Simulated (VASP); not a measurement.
# Bi (Im-3m) in VASP: further runs

Runs on Bi. Level: PBEsol. Tasks: single point.

Everything below comes from runs of VASP 6.6.1. Logs are shortened: lines on timing, memory, paths and dates and some standing lists are left out, and cuts for length are marked.

**1. The cell of the first run**

The structure is cubic, space group Im-3m (No. 229). The conventional cell has a = 2.884 Å, b = 2.884 Å, c = 2.884 Å, α = 90.00°, β = 90.00°, γ = 90.00°. Bi (site symmetry m-3m) has 14 Bi at 2.50 to 2.88 Å within 3.3 Å.

**2. Single point, PBEsol (volume scaled by 0.4)**

Input file INCAR:

```
SYSTEM = Bi
ALGO = Normal
EDIFF = 1E-6
ENCUT = 520
GGA = PS
ISIF = 2
ISMEAR = -1
LASPH = .True.
LCHARG = .False.
LREAL = .False.
LWAVE = .False.
NBANDS = 14
NELM = 60
PREC = Accurate
SIGMA = 0.08
```

Input file KPOINTS:

```
k-points
0
Gamma
  15 15 15
  0 0 0
```

Input file POSCAR:

```
Bi
1.0
   -1.4421156213      1.4421156213      1.4421156213
    1.4421156213     -1.4421156213      1.4421156213
    1.4421156213      1.4421156213     -1.4421156213
Bi
1
Direct
    0.0000000000      0.0000000000      0.0000000000
```

Potentials or basis: VASP PAW PBE potentials, release 64 (Bi_d).

On the command line:

```
$ cat potpaw_PBE.64/Bi_d/POTCAR > POTCAR
$ mpirun -np 1 vasp_std > vasp.out
```

OUTCAR:

```text
SYSTEM = Bi
   EDIFF = 1E-6
   ENCUT = 520
   GGA = PS
   ISIF = 2
   ISMEAR = -1
   LASPH = .True.
   LREAL = .False.
   NELM = 60
   PREC = Accurate

 ion  position               nearest neighbor table
   1  0.000  0.000  0.000-

  LATTYP: Found a body centered cubic cell.
 ALAT       =     2.8842312426

  Lattice vectors:

 A1 = (  -1.4421156213,   1.4421156213,   1.4421156213)
 A2 = (   1.4421156213,  -1.4421156213,   1.4421156213)
 A3 = (   1.4421156213,   1.4421156213,  -1.4421156213)

Analysis of symmetry for initial positions (statically):
=====================================================================
 Subroutine PRICEL returns:
 Original cell was already a primitive cell.

 Routine SETGRP: Setting up the symmetry group for a
 body centered cubic supercell.

 Subroutine GETGRP returns: Found 48 space group operations
 (whereof 48 operations were pure point group operations)
 out of a pool of 48 trial point group operations.

The static configuration has the point symmetry O_h .

Analysis of symmetry for dynamics (positions and initial velocities):
=====================================================================
 Subroutine PRICEL returns:
 Original cell was already a primitive cell.

 Routine SETGRP: Setting up the symmetry group for a
 body centered cubic supercell.

 Subroutine GETGRP returns: Found 48 space group operations
 (whereof 48 operations were pure point group operations)
 out of a pool of 48 trial point group operations.

The dynamic configuration has the point symmetry O_h .

 Subroutine INISYM returns: Found 48 space group operations
 (whereof 48 operations are pure point group operations),
 and found     1 'primitive' translations

----------------------------------------------------------------------------------------

                                     Primitive cell

  volume of cell :      11.9967

  direct lattice vectors                    reciprocal lattice vectors
    -1.442115621  1.442115621  1.442115621     0.000000000  0.346712838  0.346712838
     1.442115621 -1.442115621  1.442115621     0.346712838  0.000000000  0.346712838
     1.442115621  1.442115621 -1.442115621     0.346712838  0.346712838  0.000000000

  length of vectors
     2.497817526  2.497817526  2.497817526     0.490325998  0.490325998  0.490325998

  position of ions in fractional coordinates (direct lattice)
     0.000000000  0.000000000  0.000000000

  ion indices of the primitive-cell ions
   primitive index   ion index
                 1           1

----------------------------------------------------------------------------------------

 KPOINTS: k-points

Automatic generation of k-mesh.
 Grid dimensions read from file:
 generate k-points for:   15   15   15

 Generating k-lattice:

  Cartesian coordinates                     Fractional coordinates (reciprocal lattice)
     0.000000000  0.023114189  0.023114189     0.066666667  0.000000000  0.000000000
     0.023114189  0.000000000  0.023114189     0.000000000  0.066666667  0.000000000
     0.023114189  0.023114189  0.000000000     0.000000000  0.000000000  0.066666667

  Length of vectors
     0.032688400  0.032688400  0.032688400

  Shift w.r.t. Gamma in fractional coordinates (k-lattice)
     0.000000000  0.000000000  0.000000000

 Subroutine IBZKPT returns following result:
 ===========================================

 Found    120 irreducible k-points:

 Following reciprocal coordinates:
            Coordinates               Weight
  0.000000  0.000000  0.000000      1.000000
  0.066667  0.000000  0.000000     12.000000
  0.133333  0.000000  0.000000     12.000000
  0.200000  0.000000  0.000000     12.000000
  0.266667  0.000000  0.000000     12.000000
  0.333333  0.000000  0.000000     12.000000
[... 16 lines left out ...]
  0.333333  0.200000  0.000000     48.000000
  0.400000  0.200000 -0.000000     24.000000
 [... further k-points ...]
   k-points           NKPTS =    120   k-points in BZ     NKDIM =    120   number of bands    NBANDS=     14
   number of dos      NEDOS =    301   number of ions     NIONS =      1
   total plane-waves  NPLWV =   8000
   dimension x,y,z NGX =    20 NGY =   20 NGZ =   20
   dimension x,y,z NGXF=    40 NGYF=   40 NGZF=   40
   ions per type =               1
   NGX,Y,Z   is equivalent  to a cutoff of  13.31, 13.31, 13.31 a.u.
   NGXF,Y,Z  is equivalent  to a cutoff of  26.62, 26.62, 26.62 a.u.
 SYSTEM =  Bi
   PREC   = accura    normal or accurate (medium, high low for compatibility)
   ISTART =      0    job   : 0-new  1-cont  2-samecut
   ICHARG =      2    charge: 1-file 2-atom 10-const
   ISPIN  =      1    spin polarized calculation?
   LNONCOLLINEAR =      F non collinear calculations
   LSORBIT =      F    spin-orbit coupling
   LASPH  =      T    aspherical Exc in radial PAW
   ENCUT  =  520.0 eV  38.22 Ry    6.18 a.u.   4.64  4.64  4.64*2*pi/ulx,y,z
   NELM   =     60;   NELMIN=  2; NELMDL= -5     # of ELM steps
   EDIFF  = 0.1E-05   stopping-criterion for ELM
   LREAL  =      F    real-space projection
   EDIFFG = 0.1E-04   stopping-criterion for IOM
   NSW    =      0    number of steps for IOM
   IBRION =     -1    ionic relax: 0-MD 1-quasi-New 2-CG
   NFREE  =      0    steps in history (QN), initial steepest desc. (CG)
   ISIF   =      2    stress and relaxation
   ISYM   =      2    0-nonsym 1-usesym 2-fastsym
   POTIM  = 0.5000    time-step for ionic-motion
   TEBEG  =    0.0;   TEEND  =   0.0 temperature during run
   PSTRESS=    0.0 pullay stress
   NELECT =      15.0000    total number of electrons
   NUPDOWN=      -1.0000    fix difference up-down
   EMIN   =  10.00;   EMAX   =-10.00  energy-range for DOS
   EFERMI =   0.00;   METHOD = LEGACY
   ISMEAR =    -1;   SIGMA  =   0.08  broadening in eV -4-tet -1-fermi 0-gaus
   EFERMI_NEDOS =   21; number of points for ismear=-14 and -15
   IALGO  =     38    algorithm
   IMIX   =      4    mixing-type and parameters
     AMIX     =   0.40;   BMIX     =  1.00
     AMIX_MAG =   1.60;   BMIX_MAG =  1.00
  volume/ion in A,a.u.               =      12.00        80.96
  Fermi-wavevector in a.u.,A,eV,Ry     =   1.763675  3.332862 42.321585  3.110549
  Thomas-Fermi vector in A             =   2.831804
   LORBIT       =      0    0 simple, 1 ext, 2 COOP (PROOUT), +10 PAW based schemes
   GGA     = PS    functional components
   LHFCALC =     F    Hartree Fock is set to
   AEXX    =    0.0000 exact exchange contribution
   IVDW    =     0    specifies the selected vdW correction
   LEPSILON=     F    determine dielectric tensor
   LRPA    =     F    only Hartree local field effects (RPA)
 non-spin polarized calculation
  energy-cutoff  :      520.00
  volume of cell :       12.00
 maximum number of plane-waves:       335
   NGX =  9   NGY =  9   NGZ =  9

 number of electron      15.0000006 magnetization

 Free energy of the ion-electron system (eV)
  ---------------------------------------------------
  ext. energy  EPLUGINS =         0.00000000
  ---------------------------------------------------
  free energy    TOTEN  =         6.99405753 eV

  energy without entropy =        6.99972265  energy(sigma->0) =        6.99689009

 E-fermi :  27.5309     XC(G=0): -15.8690

 val. band max:       27.4414109319   @ k =  -0.4667   0.4667   0.4000
 cond. band min:      27.5440980913   @ k =   0.3333   0.1333   0.0000
 fundamental gap:      0.1026871594
 Fermi energy:        27.5308531043

 k-point     1 :       0.0000    0.0000    0.0000
  band No.  band energies     occupation
      1       0.2675      2.00000
      2       0.2675      2.00000
      3       0.2675      2.00000
      4       1.2712      2.00000
      5       2.0442      2.00000
      6       2.0442      2.00000
      7      34.4934      0.00000
      8      34.4934      0.00000
      9      34.4934      0.00000
     10      43.4789      0.00000
     11      43.4789      0.00000
     12      43.4789      0.00000
     13      45.1574      0.00000
     14      45.1574      0.00000

 k-point     2 :       0.0667    0.0000    0.0000
  band No.  band energies     occupation
      1       0.2305      2.00000
      2       0.2804      2.00000
      3       0.3781      2.00000
      4       1.4817      2.00000
      5       2.0050      2.00000
      6       2.0451      2.00000
      7      34.3222      0.00000
      8      34.5142      0.00000
      9      34.6974      0.00000
     10      41.4546      0.00000
     11      41.6721      0.00000
     12      42.5759      0.00000
     13      45.9879      0.00000
     14      47.4370      0.00000

 k-point     3 :       0.1333    0.0000    0.0000
  band No.  band energies     occupation
      1       0.1269      2.00000
      2       0.2620      2.00000
      3       0.6983      2.00000
      4       1.8476      2.00000
      5       2.0483      2.00000
      6       2.2217      2.00000
      7      33.2744      0.00000
      8      34.3270      0.00000
      9      35.2840      0.00000
     10      39.0235      0.00000
     11      40.1533      0.00000
     12      40.4383      0.00000
     13      46.5060      0.00000
     14      49.9590      0.00000
[... 324 lines left out ...]
 k-point    23 :       0.3333    0.2000    0.0000
  band No.  band energies     occupation
      1      -0.4497      2.00000
      2       0.1525      2.00000
      3       1.6355      2.00000
      4       1.8966      2.00000
      5       2.5593      2.00000
      6      12.6470      2.00000
      7      18.5519      2.00000
      8      24.5089      2.00000
      9      30.9374      0.00000
     10      38.4968      0.00000
     11      41.0722      0.00000
     12      44.8647      0.00000
     13      49.2585      0.00000
     14      49.9634      0.00000

 k-point    24 :       0.4000    0.2000   -0.0000
  band No.  band energies     occupation
      1      -0.4740      2.00000
      2       0.1277      2.00000
      3       1.6408      2.00000
      4       1.9362      2.00000
      5       2.6325      2.00000
      6      15.3902      2.00000
      7      15.5901      2.00000
      8      24.1976      2.00000
      9      30.7487      0.00000
     10      38.8851      0.00000
     11      40.7029      0.00000
     12      44.8019      0.00000
     13      49.8204      0.00000
     14      51.3636      0.00000

 [... further k-points ...]
[... 5 lines left out ...]
  --------------------------------------------------------------------------------------
  -------------------------------------------------------------------------------------
  Total       35.6046573     35.6046573     35.6046573     -0.0000000     -0.0000000      0.0000000
  in kB     4755.0726622   4755.0726622   4755.0726622     -0.0000000     -0.0000000      0.0000000
  external PRESSURE =    4755.0726622 kB  Pullay stress =       0.0000000 kB

 VOLUME and BASIS-vectors are now :
 -----------------------------------------------------------------------------
  energy-cutoff  :      520.00
  volume of cell :       12.00
      direct lattice vectors                 reciprocal lattice vectors
    -1.442115621  1.442115621  1.442115621     0.000000000  0.346712838  0.346712838
     1.442115621 -1.442115621  1.442115621     0.346712838  0.000000000  0.346712838
     1.442115621  1.442115621 -1.442115621     0.346712838  0.346712838  0.000000000

 POSITION                                       TOTAL-FORCE (eV/Angst)
 -----------------------------------------------------------------------------------
      0.00000      0.00000      0.00000        -0.000000      0.000000     -0.000000
 -----------------------------------------------------------------------------------
    total drift:                                0.000000     -0.000000      0.000000

  FREE ENERGIE OF THE ION-ELECTRON SYSTEM (eV)
  ---------------------------------------------------
  free  energy   TOTEN  =         6.9940575331 eV

  energy  without entropy=        6.9997226499  energy(sigma->0) =        6.99689009
```

Run time: 13 s. Hardware: 1 thread of Intel Xeon 6975P-C, shared host; peak memory 0.14 GiB.

Results:

| Property | Result |
| --- | --- |
| Free energy | 6.9941 eV |
| Pressure | 475.5 GPa |

Levels at points of the mesh, in eV from the Fermi level:
```
           k point  band 5  band 6  band 7  band 8  band 9  band 10  band 11  band 12
(0.00, 0.00, 0.00)  -25.49  -25.49    6.96    6.96    6.96    15.95    15.95    15.95
```

Caveat: the PAW data sets were made with another functional, which shifts forces and pressure a little; spin-orbit coupling is left out, which moves the levels of the heavy elements.

**3. Single point, PBEsol (volume scaled by 0.4)**

Input file INCAR:

```
  PREC = Accurate
  ENCUT = 520
  EDIFF = 1E-6
  ISMEAR = -1
  SIGMA = 0.08
  LREAL = False
  LASPH = True
  NELM = 100
  ALGO = Normal
  ISIF = 2
  LWAVE = False
  LCHARG = False
  GGA = PS
  NBANDS = 14
```

Input file KPOINTS:

```
regular mesh
0
Gamma
  15 15 15
```

POSCAR is that of step 2.

Potentials or basis: VASP PAW PBE potentials, release 64 (Bi_d).

On the command line:

```
$ cat potpaw_PBE.64/Bi_d/POTCAR > POTCAR
$ mpirun -np 1 vasp_std > vasp.out
```

It took 14 s on 1 thread of Intel Xeon 6975P-C, shared host; peak memory 0.14 GiB.

It converged, with:

* Free energy: 6.9941 eV
* Pressure: 475.5 GPa

Levels at points of the mesh, in eV from the Fermi level:
| k point | band 6 | band 7 | band 8 | band 9 | band 10 | band 11 |
| --- | --- | --- | --- | --- | --- | --- |
| (0.00, 0.00, 0.00) | -25.49 | 6.96 | 6.96 | 6.96 | 15.95 | 15.95 |

Caveat: the PAW data sets were made with another functional, which shifts forces and pressure a little; spin-orbit coupling is left out, which moves the levels of the heavy elements.

**4. Single point, PBEsol (volume scaled by 0.5)**

Input file INCAR:

```
SYSTEM = Bi
PREC = Accurate
ENCUT = 520
EDIFF = 1E-7
ISMEAR = -1
SIGMA = 0.08
LREAL = .FALSE.
LASPH = .TRUE.
NELM = 60
ALGO = Normal
ISIF = 2
LWAVE = .FALSE.
LCHARG = .FALSE.
GGA = PS
NBANDS = 14
```

Input file KPOINTS:

```
Automatic mesh
0
G
  15 15 15
  0 0 0
```

Input file POSCAR:

```
Bi
1.0
   -1.5534719608      1.5534719608      1.5534719608
    1.5534719608     -1.5534719608      1.5534719608
    1.5534719608      1.5534719608     -1.5534719608
Bi
1
Direct
    0.0000000000      0.0000000000      0.0000000000
```

On the command line:

```
$ cat potpaw_PBE.64/Bi_d/POTCAR > POTCAR
$ mpirun -np 1 vasp_std > vasp.out
```

It took 14 s on 1 thread of Intel Xeon 6975P-C, shared host; peak memory 0.14 GiB.

Results (log left out):

```
Free energy : 0.9335 eV
Pressure    : 211.8 GPa
```

Levels at points of the mesh, in eV from the Fermi level:
| k point | band 4 | band 5 | band 6 | band 7 | band 8 | band 9 | band 10 | band 11 | band 12 | band 13 |
| --- | --- | --- | --- | --- | --- | --- | --- | --- | --- | --- |
| (0.00, 0.00, 0.00) | -24.29 | -24.29 | -22.02 | 8.74 | 8.74 | 8.74 | 12.66 | 12.66 | 12.66 | 16.54 |

Caveat: the PAW data sets were made with another functional, which shifts forces and pressure a little; spin-orbit coupling is left out, which moves the levels of the heavy elements.

**5. Single point, PBEsol (volume scaled by 0.6)**

Input file INCAR:

```
ALGO = Normal
EDIFF = 1E-7
ENCUT = 520
GGA = PS
ISIF = 2
ISMEAR = -1
LASPH = T
LCHARG = F
LREAL = F
LWAVE = F
NBANDS = 14
NELM = 80
PREC = Accurate
SIGMA = 0.08
```

Input file KPOINTS:

```
k-points
0
Gamma
  15 15 15
```

Input file POSCAR:

```
Bi
1.0
   -1.6508102911      1.6508102911      1.6508102911
    1.6508102911     -1.6508102911      1.6508102911
    1.6508102911      1.6508102911     -1.6508102911
Bi
1
Direct
    0.0000000000      0.0000000000      0.0000000000
```

On the command line:

```
$ cat potpaw_PBE.64/Bi_d/POTCAR > POTCAR
$ mpirun -np 1 vasp_std > vasp.out
```

It took 16 s on 1 thread of Intel Xeon 6975P-C, shared host; peak memory 0.16 GiB.

The run converged. Its results:

| Property | Result |
| --- | --- |
| Free energy | -1.8701 eV |
| Pressure | 101.9 GPa |

Levels at points of the mesh, in eV from the Fermi level:
| k point | band 5 | band 6 | band 7 | band 8 | band 9 | band 10 | band 11 | band 12 |
| --- | --- | --- | --- | --- | --- | --- | --- | --- |
| (0.00, 0.00, 0.00) | -23.56 | -19.12 | 9.71 | 9.71 | 9.71 | 10.37 | 10.37 | 10.37 |

Caveat: the PAW data sets were made with another functional, which shifts forces and pressure a little; spin-orbit coupling is left out, which moves the levels of the heavy elements.

**6. The runs side by side**

```tsv
cell	gap on the mesh (eV)	pressure (GPa)
a = 2.498 Å, angles 109.5°, 1 atom	none	475.5
a = 2.691 Å, angles 109.5°, 1 atom	none	211.8
a = 2.859 Å, angles 109.5°, 1 atom	none	101.9
```

Alike in all rows: task single point; level PBEsol; potentials or basis VASP PAW PBE potentials, release 64 (Bi_d); no spin polarisation; k mesh 15 × 15 × 15; cutoff (eV) 520; smearing fermi-dirac 0.08 eV.

Caveats: the PAW data sets were made with another functional, which shifts forces and pressure a little; spin-orbit coupling is left out, which moves the levels of the heavy elements.

Absolute energies hang on the potentials; compare differences alone.
